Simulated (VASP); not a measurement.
# AlSi4NO8 in VASP: further runs

The runs below take AlSi4NO8 through single point, with PBE.

All numbers are computed with VASP 6.6.1; they aren't measurements. Logs are shortened: lines on timing, memory, paths and dates and some standing lists are left out, and cuts for length are marked.

### Step 1. The cell of the first run

The cell holds an amorphous packing of atoms, 14 atoms: a = 5.758 Å, b = 5.906 Å, c = 5.975 Å, α = 91.49°, β = 89.29°, γ = 92.14°.

### Step 2. Single point, PBE

File INCAR:

```
SYSTEM = AlSi4NO8
  ALGO = Normal
  EDIFF = 1E-6
  ENCUT = 520
  GGA = PE
  ISIF = 2
  ISMEAR = -1
  ISYM = 0
  LASPH = .True.
  LCHARG = .True.
  LELF = .True.
  LREAL = .False.
  LVHAR = .True.
  LWAVE = .False.
  NBANDS = 49
  NELM = 60
  PREC = Accurate
  SIGMA = 0.2482
```

File KPOINTS:

```
Automatic mesh
0
Gamma
  1 1 1
  0.25 0.25 0.25
```

File POSCAR:

```
AlSi4NO8
1.0
    5.7572110000     -0.1084800000      0.0355500000
   -0.1084800000      5.9047110000     -0.0767980000
    0.0355500000     -0.0767980000      5.9747940000
Si O Al N
4 8 1 1
Direct
    0.2125391274      0.4051609857      0.4439735977
    0.5910600679      0.3689747708      0.1057344134
    0.1395353198      0.0573079646      0.1279743965
    0.3035139978      0.7197450865      0.8079836829
    0.1967504182     -0.1670865310      1.0390093133
    0.5721018614      0.5204526849      0.8715211778
    0.9282013030      0.5873567410      0.2804699654
    0.3768108758      0.1774408789      1.0079906484
    0.1273697261      1.1310054776      0.3991304077
    0.8121458171      0.2069291235      0.0479842416
    0.4606600332      0.8833454977      0.6168582052
    0.1338089590      0.5958994211      0.6271943393
    0.6428765919      0.6799258979      0.4458277032
    0.4240009565      0.4782752389      0.2933987930
```

Potentials or basis: VASP PAW PBE potentials, release 64 (Si, O, Al, N).

The run is started by

```bash
$ cat potpaw_PBE.64/Si/POTCAR potpaw_PBE.64/O/POTCAR potpaw_PBE.64/Al/POTCAR potpaw_PBE.64/N/POTCAR > POTCAR
$ mpirun -np 1 vasp_std > vasp.out
```

OUTCAR:

```text
SYSTEM = AlSi4NO8
   EDIFF = 1E-6
   ENCUT = 520
   GGA = PE
   ISIF = 2
   ISMEAR = -1
   ISYM = 0
   LASPH = .True.
   LREAL = .False.
   NELM = 60
   PREC = Accurate

 ion  position               nearest neighbor table
   1  0.213  0.405  0.444-  14 1.56  12 1.62   9 1.69   7 2.24   3 2.78   4 2.86  13 2.91   2 2.96

   2  0.591  0.369  0.106-  14 1.61  10 1.65   6 1.69   8 1.74   7 2.51  13 2.72   1 2.96   3 3.13

   3  0.140  0.057  0.128-   5 1.46   9 1.67   8 1.68  10 2.18   1 2.78   4 2.90   2 3.13
   4  0.304  0.720  0.808-  12 1.61   5 1.64  11 1.74   6 2.02   1 2.86   3 2.90  13 2.91
   5  0.197  0.833  0.039-   3 1.46   4 1.64
   6  0.572  0.520  0.872-   2 1.69   4 2.02
   7  0.928  0.587  0.280-  13 1.99   1 2.24   2 2.51
   8  0.377  0.177  0.008-   3 1.68   2 1.74
   9  0.127  0.131  0.399-   3 1.67   1 1.69
  10  0.812  0.207  0.048-   2 1.65   3 2.18
  11  0.461  0.883  0.617-   4 1.74  13 1.90
  12  0.134  0.596  0.627-   4 1.61   1 1.62
  13  0.643  0.680  0.446-  11 1.90  14 1.92   7 1.99   2 2.72   4 2.91   1 2.91
  14  0.424  0.478  0.293-   1 1.56   2 1.61  13 1.92

IMPORTANT INFORMATION: All symmetrisations will be switched off!
NOSYMM: (Re-)initialisation of all symmetry stuff for point group C_1.

----------------------------------------------------------------------------------------

                                     Primitive cell

  volume of cell :     203.0000

  direct lattice vectors                    reciprocal lattice vectors
     5.757211000 -0.108480000  0.035550000     0.173761254  0.003179387 -0.000993012
    -0.108480000  5.904711000 -0.076798000     0.003179387  0.169442791  0.002159044
     0.035550000 -0.076798000  5.974794000    -0.000993012  0.002159044  0.167403447

  length of vectors
     5.758342662  5.906206721  5.975393299     0.173793176  0.169486369  0.167420314

  position of ions in fractional coordinates (direct lattice)
     0.212539127  0.405160986  0.443973598
     0.591060068  0.368974771  0.105734413
     0.139535320  0.057307965  0.127974397
     0.303513998  0.719745086  0.807983683
     0.196750418  0.832913469  0.039009313
     0.572101861  0.520452685  0.871521178
     0.928201303  0.587356741  0.280469965
     0.376810876  0.177440879  0.007990648
     0.127369726  0.131005478  0.399130408
     0.812145817  0.206929123  0.047984242
     0.460660033  0.883345498  0.616858205
     0.133808959  0.595899421  0.627194339
     0.642876592  0.679925898  0.445827703
     0.424000957  0.478275239  0.293398793

[... 78 lines left out ...]
   EFERMI =   0.00;   METHOD = LEGACY
   ISMEAR =    -1;   SIGMA  =   0.25  broadening in eV -4-tet -1-fermi 0-gaus
   EFERMI_NEDOS =   21; number of points for ismear=-14 and -15
   IALGO  =     38    algorithm
   IMIX   =      4    mixing-type and parameters
     AMIX     =   0.40;   BMIX     =  1.00
     AMIX_MAG =   1.60;   BMIX_MAG =  1.00
  volume/ion in A,a.u.               =      14.50        97.85
  Fermi-wavevector in a.u.,A,eV,Ry     =   1.158832  2.189874 18.271136  1.342891
  Thomas-Fermi vector in A             =   2.295430
   LORBIT       =      0    0 simple, 1 ext, 2 COOP (PROOUT), +10 PAW based schemes
   GGA     = PE    functional components
   LHFCALC =     F    Hartree Fock is set to
   AEXX    =    0.0000 exact exchange contribution
   IVDW    =     0    specifies the selected vdW correction
   LEPSILON=     F    determine dielectric tensor
   LRPA    =     F    only Hartree local field effects (RPA)
 non-spin polarized calculation
  energy-cutoff  :      520.00
  volume of cell :      203.00
 maximum number of plane-waves:      5470
 NGX is ok and might be reduce to    42
   NGX = 21   NGY = 21   NGZ = 23

 number of electron      71.9999997 magnetization

 Free energy of the ion-electron system (eV)
  ---------------------------------------------------
  ext. energy  EPLUGINS =         0.00000000
  ---------------------------------------------------
  free energy    TOTEN  =       -96.94528321 eV

  energy without entropy =      -96.91828386  energy(sigma->0) =      -96.93178354

 E-fermi :   3.3616     XC(G=0):  -8.6921

 val. band max:        1.9298661191   @ k =   0.2500   0.2500   0.2500
 cond. band min:       4.7506246267   @ k =   0.2500   0.2500   0.2500
 fundamental gap:      2.8207585076
 Fermi energy:         3.3615575557

 k-point     1 :       0.2500    0.2500    0.2500
  band No.  band energies     occupation
      1     -19.4687      2.00000
      2     -18.8138      2.00000
      3     -17.9430      2.00000
      4     -16.4219      2.00000
      5     -15.6229      2.00000
      6     -15.1621      2.00000
[... 40 lines left out ...]
     47       9.4956      0.00000
     48       9.8150      0.00000
 [bands above 48 left out]

------------------------ aborting loop because EDIFF is reached ----------------------------------------

  FORCE on cell =-STRESS in cart. coord.  units (eV):
  Direction    XX          YY          ZZ          XY          YZ          ZX
  --------------------------------------------------------------------------------------
  -------------------------------------------------------------------------------------
  Total      -18.5413184      6.7876312      0.9204286     13.8812783      6.2525623     -1.3235976
  in kB     -146.3373423     53.5713748      7.2644822    109.5579788     49.3483432    -10.4464928
  external PRESSURE =     -28.5004951 kB  Pullay stress =       0.0000000 kB

 VOLUME and BASIS-vectors are now :
 -----------------------------------------------------------------------------
  energy-cutoff  :      520.00
  volume of cell :      203.00
      direct lattice vectors                 reciprocal lattice vectors
     5.757211000 -0.108480000  0.035550000     0.173761254  0.003179387 -0.000993012
    -0.108480000  5.904711000 -0.076798000     0.003179387  0.169442791  0.002159044
     0.035550000 -0.076798000  5.974794000    -0.000993012  0.002159044  0.167403447

 POSITION                                       TOTAL-FORCE (eV/Angst)
 -----------------------------------------------------------------------------------
      1.19546      2.33521      2.62909        -6.339144     -0.344153     -0.534645
      3.36659      2.10645      0.62442         2.345950     -3.098134     -5.925996
      0.80167      0.31342      0.76518        -2.068821      9.603377      1.465615
      1.69804      4.15491      4.78305         5.814274      0.353208     -0.398837
      1.04377      4.89377      0.17610         0.211772     -8.482411     -3.783314
      3.26824      2.94413      5.18753        -2.400770      3.368027     -0.985165
      5.29010      3.34594      1.66364        -3.290646     -0.075049      2.104653
      2.15042      1.00625      0.04751        -1.663630      0.159787      0.975723
      0.73327      0.72908      2.37919        -0.005529      1.100341      0.353909
      4.65495      1.13007      0.29968         2.684375     -2.067363      1.122844
      2.57822      5.11855      3.63414         0.848869     -2.179006      0.676416
      0.72802      3.45593      3.70635        -0.716899     -1.996248      1.986137
      3.64327      3.91079      2.63437         1.275312      0.132729      0.333189
      2.39961      2.75555      1.73134         3.304888      3.524896      2.609471
 -----------------------------------------------------------------------------------
    total drift:                               -0.000282     -0.001934      0.000897

  FREE ENERGIE OF THE ION-ELECTRON SYSTEM (eV)
  ---------------------------------------------------
  free  energy   TOTEN  =       -96.9452832105 eV

  energy  without entropy=      -96.9182838625  energy(sigma->0) =      -96.93178354
```

OSZICAR:

```text
N       E                     dE             d eps       ncg     rms          rms(c)
DAV:   1     0.439332446130E+03    0.43933E+03   -0.36083E+04    98   0.133E+03
DAV:   2    -0.779007460825E+02   -0.51723E+03   -0.50354E+03   131   0.303E+02
DAV:   3    -0.113942991474E+03   -0.36042E+02   -0.35814E+02   116   0.857E+01
DAV:   4    -0.114494956403E+03   -0.55196E+00   -0.55040E+00   124   0.114E+01
DAV:   5    -0.114504413605E+03   -0.94572E-02   -0.94522E-02   116   0.145E+00    0.291E+01
DAV:   6    -0.974722476442E+02    0.17032E+02   -0.68040E+01   107   0.346E+01    0.139E+01
DAV:   7    -0.971034016100E+02    0.36885E+00   -0.35367E+00   116   0.951E+00    0.574E+00
DAV:   8    -0.969597382715E+02    0.14366E+00   -0.57769E-01   132   0.432E+00    0.308E+00
DAV:   9    -0.969346342191E+02    0.25104E-01   -0.16105E-01   124   0.237E+00    0.881E-01
DAV:  10    -0.969417722186E+02   -0.71380E-02   -0.32421E-02   116   0.948E-01    0.355E-01
DAV:  11    -0.969444697854E+02   -0.26976E-02   -0.72577E-03   108   0.467E-01    0.179E-01
DAV:  12    -0.969450031860E+02   -0.53340E-03   -0.10394E-03   116   0.205E-01    0.765E-02
DAV:  13    -0.969452484494E+02   -0.24526E-03   -0.42381E-04   100   0.104E-01    0.217E-02
DAV:  14    -0.969452746131E+02   -0.26164E-04   -0.35483E-05   124   0.390E-02    0.140E-02
DAV:  15    -0.969452827453E+02   -0.81322E-05   -0.22985E-05   100   0.259E-02    0.753E-03
DAV:  16    -0.969452832105E+02   -0.46519E-06   -0.27989E-06   100   0.132E-02
   1 F= -.96945283E+02 E0= -.96931784E+02  d E =-.269993E-01
```

stdout:

```text
POSCAR found type information on POSCAR SiO AlN
 POSCAR found :  4 types and      14 ions
 scaLAPACK will be used
 LDA part: xc-table for (Slater+PW92), standard interpolation
 POSCAR, INCAR and KPOINTS ok, starting setup
 FFT: planning ... GRIDC
 FFT: planning ... GRID_SOFT
 FFT: planning ... GRID
 WAVECAR not read
 entering main loop
```

It took 49 s on 1 thread of Intel Xeon 8259CL, shared host; peak memory 0.32 GiB.

What came out:

- Free energy: -96.9453 eV
- Pressure: -2.9 GPa
- Largest force: 9.932 eV/Å
- Band gap on the k mesh: 2.82 eV

Forces in eV/Å, atoms in the order of the input:
```
Si  -6.339 -0.344 -0.535
Si   2.346 -3.098 -5.926
Si  -2.069  9.603  1.466
Si   5.814  0.353 -0.399
O    0.212 -8.482 -3.783
O   -2.401  3.368 -0.985
O   -3.291 -0.075  2.105
O   -1.664  0.160  0.976
O   -0.006  1.100  0.354
O    2.684 -2.067  1.123
O    0.849 -2.179  0.676
O   -0.717 -1.996  1.986
Al   1.275  0.133  0.333
N    3.305  3.525  2.609
```

Levels at points of the mesh, in eV from the valence-band top:
| k point | band 32 | band 33 | band 34 | band 35 | band 36 | band 37 | band 38 | band 39 | band 40 | band 41 |
| --- | --- | --- | --- | --- | --- | --- | --- | --- | --- | --- |
| (0.25, 0.25, 0.25) | -1.23 | -0.92 | -0.67 | -0.49 | 0.00 | 2.82 | 3.60 | 4.10 | 4.90 | 5.35 |

Caveat: the k points lie up to 1.09 Å⁻¹ apart.

(Part 1 of 2 ends here.)
